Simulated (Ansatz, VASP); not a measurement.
# One calculation of AlCu3, two programs

```
Al Cu
1.0
     3.52911    0.00000    0.00000
     0.00000    3.52911    0.00000
     0.00000    0.00000    3.52911
Al Cu
1 3
Cartesian
  0.0000 0.0000 0.0000
  1.7646 1.7646 0.0000
  1.7646 0.0000 1.7646
  0.0000 1.7646 1.7646
```

Alike in both runs: task single point; functional r2SCAN; k mesh 12 × 12 × 12; occupations gaussian, width 0.1 eV; no spin polarisation.

|  | VASP | Ansatz |
| --- | --- | --- |
| version | VASP 6.6.1 | Ansatz 0.2.0 |
| potentials or method | VASP PAW PBE potentials, release 64 (Al, Cu), cutoff 520 eV | scalar-relativistic, plane waves, PAW |
| valence electrons in the cell | 36 | 60 |

VASP gave:

```
gap on the k mesh at the Fermi level (eV) : none
pressure (GPa)                            : 17.9
```

Task: Estimate Ansatz's values.

Result: gap on the k mesh at the Fermi level (eV): none; pressure (GPa): 17.8.

VASP's potentials were made for PBE, not for r2SCAN. A gap of «none» marks a metal or a gap that the smearing closes. VASP's potentials hold 36 valence electrons a cell and Ansatz's 60, so a difference there can come from the potentials and not from the codes.
